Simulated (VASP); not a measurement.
# Cs2RbCl3 (P-6m2) in VASP: single point with r2SCAN+rVV10

Aim: the single point of Cs2RbCl3 with r2SCAN+rVV10.

All numbers are computed with VASP 6.6.1; they aren't measurements. Logs are shortened: lines on timing, memory, paths and dates and some standing lists are left out, and cuts for length are marked.

## (1) The cell of the first run

Symmetry: P-6m2, No. 187, hexagonal system. The conventional cell has a = 5.513 Å, b = 5.513 Å, c = 7.837 Å, α = 90.00°, β = 90.00°, γ = 120.00°. Cs (site symmetry 3m) has 2 Cs at 3.34 to 4.50 Å and 9 Cl at 3.59 to 3.90 Å and 3 Rb at 3.90 Å within 4.5 Å. Rb (site symmetry -6m2) has 5 Cl at 3.18 to 3.92 Å and 6 Cs at 3.90 Å within 4.2 Å. Cl (site symmetry -6m2) has 3 Cl at 3.18 Å and 6 Cs at 3.59 Å and 2 Rb at 3.92 Å within 4.2 Å. Within 4.2 Å of Cl (site symmetry -6m2) lie 3 Rb at 3.18 Å and 6 Cs at 3.90 Å and 2 Cl at 3.92 Å. Cl (site symmetry -6m2) has 5 Cl at 3.18 to 3.92 Å and 6 Cs at 3.59 Å within 4.2 Å.

## (2) Single point, r2SCAN+rVV10

The input, POSCAR:

```
Cs2RbCl3
1.0
    5.5129734084     -0.0000000030      0.0000000000
   -2.7564867016      4.7743750235      0.0000000000
    0.0000000000      0.0000000000      7.8366526765
Cs Rb Cl
2 1 3
Direct
    0.6666666667      0.3333333333      0.2868551188
    0.6666666667      0.3333333333      0.7131448812
    0.0000000000      0.0000000000      0.0000000000
    0.0000000000      0.0000000000      0.5000000000
    0.3333333333      0.6666666667      0.0000000000
    0.3333333333      0.6666666667      0.5000000000
```

The input, INCAR.step1:

```
SYSTEM = Cs2RbCl3
ALGO = Normal
EDIFF = 1E-4
ENCUT = 520
GGA = PE
ISMEAR = -1
LASPH = .TRUE.
LCHARG = .FALSE.
LREAL = .FALSE.
LWAVE = .TRUE.
NBANDS = 33
NELM = 100
PREC = Accurate
SIGMA = 0.03
```

The input, INCAR.step2:

```
SYSTEM = Cs2RbCl3
ALGO = Normal
BPARAM = 11.95
CPARAM = 0.0093
EDIFF = 1E-7
ENCUT = 520
ISIF = 2
ISMEAR = -1
ISTART = 1
IVDW_NL = 2
LASPH = .TRUE.
LCHARG = .TRUE.
LELF = .TRUE.
LMIXTAU = .TRUE.
LREAL = .FALSE.
LUSE_VDW = .TRUE.
LVHAR = .TRUE.
LWAVE = .FALSE.
METAGGA = R2SCAN
NBANDS = 33
NELM = 100
PREC = Accurate
SIGMA = 0.03
```

The input, KPOINTS:

```
k-points
0
G
  6 6 4
  0 0 0
```

Potentials or basis: VASP PAW PBE potentials, release 64 (Cs_sv, Rb_sv, Cl).

Launch:

```
> cat potpaw_PBE.64/Cs_sv/POTCAR potpaw_PBE.64/Rb_sv/POTCAR potpaw_PBE.64/Cl/POTCAR > POTCAR
> cp INCAR.step1 INCAR
> mpirun -np 1 vasp_std > vasp.out
> cp INCAR.step2 INCAR
> mpirun -np 1 vasp_std > vasp.out
```

OUTCAR:

```text
SYSTEM = Cs2RbCl3
   BPARAM = 11.95
   EDIFF = 1E-7
   ENCUT = 520
   ISIF = 2
   ISMEAR = -1
   ISTART = 1
   IVDW_NL = 2
   LASPH = .TRUE.
   LREAL = .FALSE.
   METAGGA = R2SCAN
   NELM = 100
   PREC = Accurate

 ion  position               nearest neighbor table
   1  0.667  0.333  0.287-   3 3.90   3 3.90   3 3.90
   2  0.667  0.333  0.713-   3 3.90   3 3.90   3 3.90
   3  0.000  0.000  0.000-   5 3.18   5 3.18   5 3.18   1 3.90   2 3.90   2 3.90   1 3.90   2 3.90
                             1 3.90   4 3.92   4 3.92
   4  0.000  0.000  0.500-   3 3.92   3 3.92
   5  0.333  0.667  0.000-   3 3.18   3 3.18   3 3.18
   6  0.333  0.667  0.500-

  LATTYP: Found a hexagonal cell.
 ALAT       =     5.5129734084
 C/A-ratio  =     1.4214929215

  Lattice vectors:

 A1 = (   5.5129734084,  -0.0000000030,   0.0000000000)
 A2 = (  -2.7564867016,   4.7743750235,   0.0000000000)
 A3 = (   0.0000000000,   0.0000000000,   7.8366526765)

Analysis of symmetry for initial positions (statically):
=====================================================================
 Subroutine PRICEL returns:
 Original cell was already a primitive cell.

 Routine SETGRP: Setting up the symmetry group for a
 hexagonal supercell.

 Subroutine GETGRP returns: Found 12 space group operations
 (whereof 12 operations were pure point group operations)
 out of a pool of 24 trial point group operations.

The static configuration has the point symmetry D_3h.

Analysis of symmetry for dynamics (positions and initial velocities):
=====================================================================
 Subroutine PRICEL returns:
 Original cell was already a primitive cell.

 Routine SETGRP: Setting up the symmetry group for a
 hexagonal supercell.

 Subroutine GETGRP returns: Found 12 space group operations
 (whereof 12 operations were pure point group operations)
 out of a pool of 24 trial point group operations.

The dynamic configuration has the point symmetry D_3h.

 Subroutine INISYM returns: Found 12 space group operations
 (whereof 12 operations are pure point group operations),
 and found     1 'primitive' translations

----------------------------------------------------------------------------------------

                                     Primitive cell

  volume of cell :     206.2686

  direct lattice vectors                    reciprocal lattice vectors
     5.512973408 -0.000000003  0.000000000     0.181390318  0.104725749  0.000000000
    -2.756486702  4.774375024  0.000000000     0.000000000  0.209451498  0.000000000
     0.000000000  0.000000000  7.836652676     0.000000000  0.000000000  0.127605502

  length of vectors
     5.512973408  5.512973408  7.836652676     0.209451498  0.209451498  0.127605502

  position of ions in fractional coordinates (direct lattice)
     0.666666667  0.333333333  0.286855119
     0.666666667  0.333333333  0.713144881
     0.000000000  0.000000000  0.000000000
     0.000000000  0.000000000  0.500000000
     0.333333333  0.666666667  0.000000000
     0.333333333  0.666666667  0.500000000

  ion indices of the primitive-cell ions
   primitive index   ion index
                 1           1
                 2           2
                 3           3
                 4           4
                 5           5
                 6           6

----------------------------------------------------------------------------------------

 KPOINTS: k-points

Automatic generation of k-mesh.
 Grid dimensions read from file:
 generate k-points for:    6    6    4

 Generating k-lattice:

  Cartesian coordinates                     Fractional coordinates (reciprocal lattice)
     0.030231720  0.017454291  0.000000000     0.166666667  0.000000000  0.000000000
     0.000000000  0.034908583  0.000000000    -0.000000000  0.166666667  0.000000000
     0.000000000  0.000000000  0.031901376     0.000000000  0.000000000  0.250000000

  Length of vectors
     0.034908583  0.034908583  0.031901376

  Shift w.r.t. Gamma in fractional coordinates (k-lattice)
     0.000000000  0.000000000  0.000000000

 Subroutine IBZKPT returns following result:
 ===========================================

 Found     21 irreducible k-points:

 Following reciprocal coordinates:
            Coordinates               Weight
  0.000000  0.000000  0.000000      1.000000
  0.166667  0.000000  0.000000      6.000000
  0.333333  0.000000  0.000000      6.000000
  0.500000  0.000000  0.000000      3.000000
  0.166667  0.166667  0.000000      6.000000
  0.333333  0.166667  0.000000     12.000000
[... 13 lines left out ...]
  0.333333  0.166667  0.500000     12.000000
  0.333333  0.333333  0.500000      2.000000
   k-points           NKPTS =     21   k-points in BZ     NKDIM =     21   number of bands    NBANDS=     33
   number of dos      NEDOS =    301   number of ions     NIONS =      6
   total plane-waves  NPLWV = 105840
   dimension x,y,z NGX =    42 NGY =   42 NGZ =   60
   dimension x,y,z NGXF=    84 NGYF=   84 NGZF=  120
   ions per type =               2   1   3
   NGX,Y,Z   is equivalent  to a cutoff of  12.67, 12.67, 12.73 a.u.
   NGXF,Y,Z  is equivalent  to a cutoff of  25.33, 25.33, 25.46 a.u.
 SYSTEM =  Cs2RbCl3
   PREC   = accura    normal or accurate (medium, high low for compatibility)
   ISTART =      1    job   : 0-new  1-cont  2-samecut
   ICHARG =      0    charge: 1-file 2-atom 10-const
   ISPIN  =      1    spin polarized calculation?
   LNONCOLLINEAR =      F non collinear calculations
   LSORBIT =      F    spin-orbit coupling
   LASPH  =      T    aspherical Exc in radial PAW
   ENCUT  =  520.0 eV  38.22 Ry    6.18 a.u.  10.25 10.25 14.57*2*pi/ulx,y,z
   NELM   =    100;   NELMIN=  2; NELMDL=  0     # of ELM steps
   EDIFF  = 0.1E-06   stopping-criterion for ELM
   LREAL  =      F    real-space projection
   EDIFFG = 0.1E-05   stopping-criterion for IOM
   NSW    =      0    number of steps for IOM
   IBRION =     -1    ionic relax: 0-MD 1-quasi-New 2-CG
   NFREE  =      0    steps in history (QN), initial steepest desc. (CG)
   ISIF   =      2    stress and relaxation
   ISYM   =      2    0-nonsym 1-usesym 2-fastsym
   POTIM  = 0.5000    time-step for ionic-motion
   TEBEG  =    0.0;   TEEND  =   0.0 temperature during run
   PSTRESS=    0.0 pullay stress
   NELECT =      48.0000    total number of electrons
   NUPDOWN=      -1.0000    fix difference up-down
   EMIN   =  10.00;   EMAX   =-10.00  energy-range for DOS
   EFERMI =   0.00;   METHOD = LEGACY
   ISMEAR =    -1;   SIGMA  =   0.03  broadening in eV -4-tet -1-fermi 0-gaus
   EFERMI_NEDOS =   21; number of points for ismear=-14 and -15
   IALGO  =     38    algorithm
   IMIX   =      4    mixing-type and parameters
     AMIX     =   0.40;   BMIX     =  1.00
     AMIX_MAG =   1.60;   BMIX_MAG =  1.00
  volume/ion in A,a.u.               =      34.38       231.99
  Fermi-wavevector in a.u.,A,eV,Ry     =   1.006957  1.902873 13.795794  1.013962
  Thomas-Fermi vector in A             =   2.139732
   LORBIT       =      0    0 simple, 1 ext, 2 COOP (PROOUT), +10 PAW based schemes
   METAGGA = R2SCAN    functional components
   LHFCALC =     F    Hartree Fock is set to
   AEXX    =    0.0000 exact exchange contribution
   IVDW_NL    =     2    kernel type
   BPARAM     =11.9500
   IVDW    =     0    specifies the selected vdW correction
   LEPSILON=     F    determine dielectric tensor
   LRPA    =     F    only Hartree local field effects (RPA)
 non-spin polarized calculation
  energy-cutoff  :      520.00
  volume of cell :      206.27
 maximum number of plane-waves:      5600
 NGX is ok and might be reduce to    42
   NGX = 21   NGY = 21   NGZ = 29

 number of electron      48.0000005 magnetization

 Free energy of the ion-electron system (eV)
  ---------------------------------------------------
  ext. energy  EPLUGINS =         0.00000000
  ---------------------------------------------------
  free energy    TOTEN  =       -91.26707319 eV

  energy without entropy =      -91.26707319  energy(sigma->0) =      -91.26707319

 E-fermi :   2.1955     XC(G=0):  -8.5722

 val. band max:        1.5021978394   @ k =   0.3333   0.3333   0.0000
 cond. band min:       3.6564563159   @ k =   0.0000   0.0000   0.0000
 fundamental gap:      2.1542584764
 Fermi energy:         2.1955492969

 k-point     1 :       0.0000    0.0000    0.0000
  band No.  band energies     occupation
      1     -27.4691      2.00000
      2     -21.0892      2.00000
      3     -20.8130      2.00000
      4     -14.3995      2.00000
      5     -12.7210      2.00000
      6     -11.7338      2.00000
[... 25 lines left out ...]
     32       7.9793      0.00000
     33       7.9793      0.00000

 k-point     2 :       0.1667    0.0000    0.0000
  band No.  band energies     occupation
      1     -27.4685      2.00000
      2     -21.0877      2.00000
      3     -20.8118      2.00000
      4     -14.4203      2.00000
      5     -12.6891      2.00000
      6     -11.7894      2.00000
[... 25 lines left out ...]
     32       7.6430      0.00000
     33       7.9907      0.00000

 k-point     3 :       0.3333    0.0000    0.0000
  band No.  band energies     occupation
      1     -27.4674      2.00000
      2     -21.0846      2.00000
      3     -20.8094      2.00000
      4     -14.4614      2.00000
      5     -12.6048      2.00000
      6     -11.9225      2.00000
[... 25 lines left out ...]
     32       7.4912      0.00000
     33       8.1118      0.00000

 k-point     4 :       0.5000    0.0000    0.0000
  band No.  band energies     occupation
      1     -27.4668      2.00000
      2     -21.0830      2.00000
      3     -20.8082      2.00000
      4     -14.4817      2.00000
      5     -12.5443      2.00000
      6     -12.0081      2.00000
[... 565 lines left out ...]
     32       7.3115      0.00000
     33       7.6659      0.00000

 k-point    20 :       0.3333    0.1667    0.5000
  band No.  band energies     occupation
      1     -27.4668      2.00000
      2     -21.0660      2.00000
      3     -20.8272      2.00000
      4     -14.4805      2.00000
      5     -12.5498      2.00000
      6     -12.0178      2.00000
[... 25 lines left out ...]
     32       7.5685      0.00000
     33       7.6173      0.00000

 k-point    21 :       0.3333    0.3333    0.5000
  band No.  band energies     occupation
      1     -27.4665      2.00000
      2     -21.0650      2.00000
      3     -20.8269      2.00000
      4     -14.4909      2.00000
      5     -12.5030      2.00000
      6     -12.0808      2.00000
[... 25 lines left out ...]
     32       7.5585      0.00000
     33       7.5680      0.00000

------------------------ aborting loop because EDIFF is reached ----------------------------------------

  FORCE on cell =-STRESS in cart. coord.  units (eV):
  Direction    XX          YY          ZZ          XY          YZ          ZX
  --------------------------------------------------------------------------------------
  -------------------------------------------------------------------------------------
  Total        0.0997453      0.0997453      0.1153924      0.0000000     -0.0000000      0.0000000
  in kB        0.7747654      0.7747654      0.8963025      0.0000000     -0.0000000      0.0000000
  external PRESSURE =       0.8152777 kB  Pullay stress =       0.0000000 kB

 VOLUME and BASIS-vectors are now :
 -----------------------------------------------------------------------------
  energy-cutoff  :      520.00
  volume of cell :      206.27
      direct lattice vectors                 reciprocal lattice vectors
     5.512973408 -0.000000003  0.000000000     0.181390318  0.104725749  0.000000000
    -2.756486702  4.774375024  0.000000000     0.000000000  0.209451498  0.000000000
     0.000000000  0.000000000  7.836652676     0.000000000  0.000000000  0.127605502

 POSITION                                       TOTAL-FORCE (eV/Angst)
 -----------------------------------------------------------------------------------
      2.75649      1.59146      2.24798        -0.000000     -0.000000     -0.026186
      2.75649      1.59146      5.58867        -0.000000     -0.000000      0.026186
      0.00000      0.00000      0.00000         0.000000      0.000000      0.000000
      0.00000      0.00000      3.91833         0.000000      0.000000      0.000000
      0.00000      3.18292      0.00000        -0.000000      0.000000      0.000000
      0.00000      3.18292      3.91833        -0.000000     -0.000000      0.000000
 -----------------------------------------------------------------------------------
    total drift:                                0.000000     -0.000000     -0.000000

  FREE ENERGIE OF THE ION-ELECTRON SYSTEM (eV)
  ---------------------------------------------------
  free  energy   TOTEN  =       -91.2670731906 eV

  energy  without entropy=      -91.2670731906  energy(sigma->0) =      -91.26707319
```

Run time: 14 min. Hardware: 1 thread of Intel Xeon Platinum 8259CL at 2.50GHz (Skylake/Cascade Lake), shared host; peak memory 0.8 GiB.

Results:

| Property | Result |
| --- | --- |
| Free energy | -91.2671 eV |
| Pressure | 0.1 GPa |
| Largest force | 0.026 eV/Å |
| Band gap on the k mesh | 2.15 eV (least direct gap 2.77 eV) |

Forces on the atoms (eV/Å):
```
Cs   0.000  0.000 -0.026
Cs   0.000  0.000  0.026
Rb   0.000  0.000  0.000
Cl   0.000  0.000  0.000
Cl   0.000  0.000  0.000
Cl   0.000  0.000  0.000
```

Levels at points of the mesh, in eV from the valence-band top:
```csv
k point,band 21,band 22,band 23,band 24,band 25,band 26,band 27,band 28
"(0.00, 0.00, 0.00)",-2.25,-1.04,-0.62,-0.62,2.15,3.21,4.10,4.10
"(0.50, 0.00, 0.00)",-2.02,-1.29,-0.82,-0.30,2.86,3.62,4.47,4.57
"(0.00, 0.00, 0.50)",-2.52,-1.17,-0.61,-0.61,3.00,4.61,4.61,4.62
"(0.50, 0.00, 0.50)",-2.06,-1.47,-0.82,-0.31,3.85,4.37,4.53,4.74
```

Caveat: the PAW data sets were made with another functional, which shifts forces and pressure a little; spin-orbit coupling is left out, which moves the levels of the heavy elements.
